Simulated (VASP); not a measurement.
A run of VASP 6.6.1 is set up as follows.

POSCAR

```
H4CN2O
1.0
    5.5765592100      0.0000000000      0.0000000000
    0.0000000000      5.5765592100      0.0000000000
    0.0000000000      0.0000000000      4.6710345900
H C N O
8 2 4 2
Direct
    0.2577016800      0.7577016800      0.2811983100
    0.7577016800      0.7422983200      0.7188016900
    0.7422983200      0.2422983200      0.2811983100
    0.2422983200      0.2577016800      0.7188016900
    0.1435360200      0.6435360200      0.9598562300
    0.6435360200      0.8564639800      0.0401437700
    0.8564639800      0.3564639800      0.9598562300
    0.3564639800      0.1435360200      0.0401437700
    0.0000000000      0.5000000000      0.3260573500
    0.5000000000      0.0000000000      0.6739426500
    0.1454359500      0.6454359500      0.1763180500
    0.6454359500      0.8545640500      0.8236819500
    0.8545640500      0.3545640500      0.1763180500
    0.3545640500      0.1454359500      0.8236819500
    0.0000000000      0.5000000000      0.5962003600
    0.5000000000      0.0000000000      0.4037996400
```

The input INCAR.step1:

```
SYSTEM = H4CN2O
  PREC = Accurate
  ENCUT = 520
  EDIFF = 1E-5
  ISMEAR = -1
  SIGMA = 0.02
  LREAL = Auto
  LASPH = .True.
  NELM = 100
  ALGO = Normal
  ISIF = 2
  LWAVE = .True.
  LCHARG = .False.
  GGA = PE
  NBANDS = 38
```

Contents of INCAR.step2:

```
SYSTEM = H4CN2O
  PREC = Accurate
  ENCUT = 520
  EDIFF = 1E-7
  ISMEAR = -1
  SIGMA = 0.02
  LREAL = Auto
  LASPH = .True.
  NELM = 100
  ALGO = Normal
  ISIF = 2
  LWAVE = .False.
  LCHARG = .False.
  GGA = PE
  LHFCALC = .True.
  HFSCREEN = 0.2079
  PRECFOCK = Fast
  ISTART = 1
  NBANDS = 38
```

Contents of KPOINTS:

```
Automatic mesh
0
Gamma
  2 2 4
  0 0 0
```

Potentials or basis: VASP PAW PBE potentials, release 64 (H, C, N, O).

Launch:

```sh
$ cat potpaw_PBE.64/H/POTCAR potpaw_PBE.64/C/POTCAR potpaw_PBE.64/N/POTCAR potpaw_PBE.64/O/POTCAR > POTCAR
$ cp INCAR.step1 INCAR
$ mpirun -np 1 vasp_std > vasp.out
$ cp INCAR.step2 INCAR
$ mpirun -np 1 vasp_std > vasp.out
```

Predict the pressure.

-0.1 GPa.

Estimate the largest force.

0.267 eV/Å.

What does it give for the band gap on the k mesh?

6.59 eV.

Stress tensor (GPa, compression positive):
```
-0.09  0.00  0.00
 0.00 -0.09  0.00
 0.00  0.00 -0.25
```

Caveat: the k points lie up to 0.56 Å⁻¹ apart; this functional lacks dispersion, which holds the molecules together, so the pressure and a relaxed volume are unreliable; the PAW data sets were made with another functional, which shifts forces and pressure a little.
